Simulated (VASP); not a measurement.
WC (CsCl type): relaxation of cell and atoms with PBE

Crystal: WC (CsCl type).

```
W C
1.0
     2.66136    0.00000    0.00000
     0.00000    2.66136    0.00000
     0.00000    0.00000    2.66136
W C
1 1
Direct
  0.00000 0.00000 0.00000
  0.50000 0.50000 0.50000
```

- Program: VASP 6.6.1
- Task: relaxation of cell and atoms
- Functional: PBE
- Potentials or basis: VASP PAW PBE potentials, release 64 (W_sv, C)
- Cutoff: 600 eV
- k mesh: 14 × 14 × 14
- Occupations: fermi-dirac, width 0.1 eV
- Spin: no spin polarisation
- Target pressure: 31 GPa
- Dipole correction: no
- Further INCAR settings: ALGO = Normal; EDIFF = 1e-06; IBRION = 2; EDIFFG = -0.005; NSW = 32; ISIF = 3

```
Relaxed volume                                         : 9.46 Å³/atom
Relaxed cell                                           : a = 2.665 Å, b = 2.665 Å, c = 2.665 Å, α = 90.00°, β = 90.00°, γ = 90.00°
Space group after relaxing (to 0.05 Å)                 : Pm-3m (No. 221)
Energy change on relaxing (the enthalpy is what falls) : -6.8 meV/atom
Ionic steps                                            : 3
Pressure after relaxing                                : 31.0 GPa
Band gap on the k mesh                                 : zero (band 9 reaches 19.87 eV, above the bottom of band 10 at 12.06 eV)
```

Step by step:
| step | energy change (eV) | largest force (eV/Å) | pressure (GPa) | volume (Å³) |
| --- | --- | --- | --- | --- |
| 1 | 0.0000 | 0.0000 | 32.81 | 18.85 |
| 2 | -0.0528 | 0.0000 | 25.38 | 19.14 |
| 3 | -0.0137 | 0.0000 | 31.01 | 18.92 |

Final structure:
```
CELL_PARAMETERS angstrom
2.66459 0.00000 0.00000
0.00000 2.66459 0.00000
0.00000 0.00000 2.66459
ATOMIC_POSITIONS crystal
W 0.00000 0.00000 0.00000
C 0.50000 0.50000 0.50000
```

Levels at points of the mesh, in eV from the Fermi level:
```
           k point  band 5  band 6  band 7  band 8  band 9  band 10  band 11  band 12  band 13
(0.00, 0.00, 0.00)  -16.00   -5.63   -5.63    0.00    0.00     0.00     3.15     3.15     3.15
(0.50, 0.00, 0.00)  -11.51   -9.98   -4.39   -3.70   -3.70     3.73     4.92     7.50     7.50
(0.50, 0.50, 0.00)  -12.87   -4.70   -4.70   -4.41   -0.07    -0.07     1.16     3.84     6.16
(0.50, 0.50, 0.50)   -8.99   -8.99   -8.99   -8.27    6.45     6.45     8.31     8.31     8.31
```

It took 53 s on 1 thread of Intel(R) Xeon(R) Platinum 8488C (Sapphire Rapids) (shared host), peak memory 0.18 GiB.

Caveat: the cell is relaxed towards a set pressure, so the enthalpy falls and the energy may rise; spin-orbit coupling is left out, which moves the levels of the heavy elements.
